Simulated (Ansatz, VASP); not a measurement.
**GaSb3: VASP beside Ansatz**

```
CELL_PARAMETERS angstrom
-0.14488 3.62200 3.62200
3.47712 0.00000 3.47712
3.62200 3.62200 -0.14488
ATOMIC_POSITIONS crystal
Ga 0.00000 0.00000 0.00000
Sb 0.25000 0.25000 0.25000
Sb 0.75000 0.75000 0.75000
Sb 0.50000 0.50000 0.50000
```

Change from the starting cell: engineering shear strain xz -0.0800, normal strain along z +0.0000.

Alike in both runs: task single point; functional LDA; k mesh 10 × 10 × 10; occupations gaussian, width 0.15 eV; no spin polarisation.

|  | VASP | Ansatz |
| --- | --- | --- |
| version | VASP 6.6.1 | Ansatz 0.2.0 |
| potentials or method | VASP PAW LDA potentials, release 64 (Ga_d, Sb), cutoff 520 eV | scalar-relativistic, plane waves, PAW |
| valence electrons in the cell | 28 | 58 |

```tsv
	VASP	Ansatz	Ansatz less VASP
gap on the k mesh at the Fermi level (eV)	none	none	-
pressure (GPa)	0.9	0.7	-0.13
traceless stress, the component that is largest in VASP (GPa)	1.97	1.90	-0.066
rms of the force components (eV/Å)	0.087	0.085	-0.0020
```

Ansatz warns that its potentials were made for another functional, while VASP's fit it. LDA's correlation is that of Perdew and Zunger in VASP and of Perdew and Wang (1992) in Ansatz. Atom by atom the forces differ by 0.002 eV/Å (rms over components). A gap of «none» marks a metal or a gap that the smearing closes. VASP's potentials hold 28 valence electrons a cell and Ansatz's 58, so a difference there can come from the potentials and not from the codes.

Neither program's run includes spin-orbit coupling.
